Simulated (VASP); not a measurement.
# GaAs (GaAs (F-43m)) (F-43m) in VASP: single point with LDA

Aim: the single point of GaAs (GaAs (F-43m)) with LDA.

Program: VASP 6.6.1. These are calculated values, not measurements. Logs are shortened: lines on timing, memory, paths and dates and some standing lists are left out, and cuts for length are marked.

## (1) The cell of the first run

The structure is cubic, space group F-43m (No. 216). Conventional cell: a = 5.665 Å, b = 5.665 Å, c = 5.665 Å, α = 90.00°, β = 90.00°, γ = 90.00°. Ga (site symmetry -43m) has 4 As at 2.45 Å within 3.2 Å. As (site symmetry -43m) has 4 Ga at 2.45 Å within 3.2 Å.

## (2) Single point, LDA

INCAR reads:

```
PREC = Accurate
ENCUT = 500
EDIFF = 1E-6
ISMEAR = -1
SIGMA = 0.01
LREAL = False
LASPH = True
NELM = 120
ALGO = Normal
ISIF = 2
LWAVE = False
LCHARG = True
LELF = True
LVHAR = True
NBANDS = 16
GGA_COMPAT = False
```

KPOINTS reads:

```
Automatic mesh
0
Gamma
  9 9 9
```

POSCAR reads:

```
GaAs
1.0
    0.0000000000      2.8324871021      2.8324871021
    2.8324871021      0.0000000000      2.8324871021
    2.8324871021      2.8324871021      0.0000000000
Ga As
1 1
Direct
    0.0000000000      0.0000000000      0.0000000000
    0.7499999995      0.7499999995      0.7499999995
```

Potentials or basis: VASP PAW LDA potentials, release 64 (Ga_d, As).

Launch:

```sh
$ cat potpaw_LDA.64/Ga_d/POTCAR potpaw_LDA.64/As/POTCAR > POTCAR
$ mpirun -np 1 vasp_std > vasp.out
```

OUTCAR:

```text
PREC = Accurate
   ENCUT = 500
   EDIFF = 1E-6
   ISMEAR = -1
   LREAL = False
   LASPH = True
   NELM = 120
   ISIF = 2

 ion  position               nearest neighbor table
   1  0.000  0.000  0.000-   2 2.45   2 2.45   2 2.45   2 2.45
   2  0.750  0.750  0.750-   1 2.45   1 2.45   1 2.45   1 2.45

  LATTYP: Found a face centered cubic cell.
 ALAT       =     5.6649742042

  Lattice vectors:

 A1 = (   0.0000000000,   2.8324871021,   2.8324871021)
 A2 = (   2.8324871021,   0.0000000000,   2.8324871021)
 A3 = (   2.8324871021,   2.8324871021,   0.0000000000)

Analysis of symmetry for initial positions (statically):
=====================================================================
 Subroutine PRICEL returns:
 Original cell was already a primitive cell.

 Routine SETGRP: Setting up the symmetry group for a
 face centered cubic supercell.

 Subroutine GETGRP returns: Found 24 space group operations
 (whereof 24 operations were pure point group operations)
 out of a pool of 48 trial point group operations.

The static configuration has the point symmetry T_d .

Analysis of symmetry for dynamics (positions and initial velocities):
=====================================================================
 Subroutine PRICEL returns:
 Original cell was already a primitive cell.

 Routine SETGRP: Setting up the symmetry group for a
 face centered cubic supercell.

 Subroutine GETGRP returns: Found 24 space group operations
 (whereof 24 operations were pure point group operations)
 out of a pool of 48 trial point group operations.

The dynamic configuration has the point symmetry T_d .

 Subroutine INISYM returns: Found 24 space group operations
 (whereof 24 operations are pure point group operations),
 and found     1 'primitive' translations

----------------------------------------------------------------------------------------

                                     Primitive cell

  volume of cell :      45.4500

  direct lattice vectors                    reciprocal lattice vectors
     0.000000000  2.832487102  2.832487102    -0.176523310  0.176523310  0.176523310
     2.832487102  0.000000000  2.832487102     0.176523310 -0.176523310  0.176523310
     2.832487102  2.832487102  0.000000000     0.176523310  0.176523310 -0.176523310

  length of vectors
     4.005741675  4.005741675  4.005741675     0.305747342  0.305747342  0.305747342

  position of ions in fractional coordinates (direct lattice)
     0.000000000  0.000000000  0.000000000
     0.749999999  0.749999999  0.749999999

[... 71 lines left out ...]
   LNONCOLLINEAR =      F non collinear calculations
   LSORBIT =      F    spin-orbit coupling
   LASPH  =      T    aspherical Exc in radial PAW
   ENCUT  =  500.0 eV  36.75 Ry    6.06 a.u.   7.30  7.30  7.30*2*pi/ulx,y,z
   NELM   =    120;   NELMIN=  2; NELMDL= -5     # of ELM steps
   EDIFF  = 0.1E-05   stopping-criterion for ELM
   LREAL  =      F    real-space projection
   EDIFFG = 0.1E-04   stopping-criterion for IOM
   NSW    =      0    number of steps for IOM
   IBRION =     -1    ionic relax: 0-MD 1-quasi-New 2-CG
   NFREE  =      0    steps in history (QN), initial steepest desc. (CG)
   ISIF   =      2    stress and relaxation
   ISYM   =      2    0-nonsym 1-usesym 2-fastsym
   POTIM  = 0.5000    time-step for ionic-motion
   TEBEG  =    0.0;   TEEND  =   0.0 temperature during run
   PSTRESS=    0.0 pullay stress
   NELECT =      18.0000    total number of electrons
   NUPDOWN=      -1.0000    fix difference up-down
   EMIN   =  10.00;   EMAX   =-10.00  energy-range for DOS
   EFERMI =   0.00;   METHOD = LEGACY
   ISMEAR =    -1;   SIGMA  =   0.01  broadening in eV -4-tet -1-fermi 0-gaus
   EFERMI_NEDOS =   21; number of points for ismear=-14 and -15
   IALGO  =     38    algorithm
   IMIX   =      4    mixing-type and parameters
     AMIX     =   0.40;   BMIX     =  1.00
     AMIX_MAG =   1.60;   BMIX_MAG =  1.00
  volume/ion in A,a.u.               =      22.72       153.36
  Fermi-wavevector in a.u.,A,eV,Ry     =   1.202230  2.271886 19.665290  1.445358
  Thomas-Fermi vector in A             =   2.338018
   LORBIT       =      0    0 simple, 1 ext, 2 COOP (PROOUT), +10 PAW based schemes
   GGA     = CA    functional components
   LHFCALC =     F    Hartree Fock is set to
   AEXX    =    0.0000 exact exchange contribution
   IVDW    =     0    specifies the selected vdW correction
   LEPSILON=     F    determine dielectric tensor
   LRPA    =     F    only Hartree local field effects (RPA)
 non-spin polarized calculation
  energy-cutoff  :      500.00
  volume of cell :       45.45
 maximum number of plane-waves:      1167
 NGX is ok and might be reduce to    30
   NGX = 15   NGY = 15   NGZ = 15

 number of electron      17.9999991 magnetization

 Free energy of the ion-electron system (eV)
  ---------------------------------------------------
  ext. energy  EPLUGINS =         0.00000000
  ---------------------------------------------------
  free energy    TOTEN  =        -9.63153605 eV

  energy without entropy =       -9.63153605  energy(sigma->0) =       -9.63153605

 E-fermi :   3.8933     XC(G=0):  -9.8860

 val. band max:        3.7441150536   @ k =   0.0000   0.0000   0.0000
 cond. band min:       4.0311935626   @ k =   0.0000   0.0000   0.0000
 fundamental gap:      0.2870785090
 Fermi energy:         3.8933234428

 k-point     1 :       0.0000    0.0000    0.0000
  band No.  band energies     occupation
      1     -11.1739      2.00000
      2     -11.1739      2.00000
      3     -11.1739      2.00000
      4     -11.0972      2.00000
      5     -11.0972      2.00000
      6      -8.9776      2.00000
[... 433 lines left out ...]
      3     -11.1280      2.00000
      4     -11.1211      2.00000
      5     -11.0852      2.00000
      6      -6.6464      2.00000
[... 8 lines left out ...]
     15      16.8495      0.00000
     16      17.0423      0.00000

 [... further k-points ...]
[... 5 lines left out ...]
  --------------------------------------------------------------------------------------
  -------------------------------------------------------------------------------------
  Total       -0.5713631     -0.5713631     -0.5713631      0.0000000      0.0000000     -0.0000000
  in kB      -20.1413682    -20.1413682    -20.1413682      0.0000000      0.0000000     -0.0000000
  external PRESSURE =     -20.1413682 kB  Pullay stress =       0.0000000 kB

 VOLUME and BASIS-vectors are now :
 -----------------------------------------------------------------------------
  energy-cutoff  :      500.00
  volume of cell :       45.45
      direct lattice vectors                 reciprocal lattice vectors
     0.000000000  2.832487102  2.832487102    -0.176523310  0.176523310  0.176523310
     2.832487102  0.000000000  2.832487102     0.176523310 -0.176523310  0.176523310
     2.832487102  2.832487102  0.000000000     0.176523310  0.176523310 -0.176523310

 POSITION                                       TOTAL-FORCE (eV/Angst)
 -----------------------------------------------------------------------------------
      0.00000      0.00000      0.00000         0.000000      0.000000      0.000000
      4.24873      4.24873      4.24873        -0.000000     -0.000000     -0.000000
 -----------------------------------------------------------------------------------
    total drift:                                0.000001      0.000001      0.000001

  FREE ENERGIE OF THE ION-ELECTRON SYSTEM (eV)
  ---------------------------------------------------
  free  energy   TOTEN  =        -9.6315360461 eV

  energy  without entropy=       -9.6315360453  energy(sigma->0) =       -9.63153605
```

OSZICAR:

```text
N       E                     dE             d eps       ncg     rms          rms(c)
DAV:   1     0.799736430589E+02    0.79974E+02   -0.87339E+03  1160   0.151E+03
DAV:   2    -0.344550588599E+01   -0.83419E+02   -0.79332E+02  1296   0.297E+02
DAV:   3    -0.975736923400E+01   -0.63119E+01   -0.62940E+01  1352   0.649E+01
DAV:   4    -0.985399809006E+01   -0.96629E-01   -0.96616E-01  1424   0.892E+00
DAV:   5    -0.985544618357E+01   -0.14481E-02   -0.14481E-02  1296   0.990E-01    0.296E+00
DAV:   6    -0.967441420714E+01    0.18103E+00   -0.21573E-01  1768   0.802E+00    0.173E+00
DAV:   7    -0.963481584647E+01    0.39598E-01   -0.60471E-02  1560   0.179E+00    0.519E-01
DAV:   8    -0.963154686760E+01    0.32690E-02   -0.86367E-03  1360   0.101E+00    0.100E-01
DAV:   9    -0.963152479392E+01    0.22074E-04   -0.66403E-04  1376   0.322E-01    0.418E-02
DAV:  10    -0.963153123288E+01   -0.64390E-05   -0.39386E-05  1736   0.628E-02    0.220E-02
DAV:  11    -0.963153618035E+01   -0.49475E-05   -0.68827E-06  1272   0.404E-02    0.240E-03
DAV:  12    -0.963153604611E+01    0.13424E-06   -0.45464E-07   912   0.103E-02
   1 F= -.96315360E+01 E0= -.96315360E+01  d E =-.851261E-09
```

Run time: 50 s. Hardware: 1 thread of Intel Xeon 8259CL, shared host; peak memory 0.16 GiB.

Results:

```yaml
Free_energy: -9.6315 eV
Pressure: -2.0 GPa
Band_gap_on_the_k_mesh: 0.29 eV, direct
```

Levels at points of the mesh, in eV from the valence-band top:
| k point | band 5 | band 6 | band 7 | band 8 | band 9 | band 10 | band 11 | band 12 | band 13 | band 14 |
| --- | --- | --- | --- | --- | --- | --- | --- | --- | --- | --- |
| (0.00, 0.00, 0.00) | -14.84 | -12.72 | 0.00 | 0.00 | 0.00 | 0.29 | 3.67 | 3.67 | 3.67 | 7.32 |
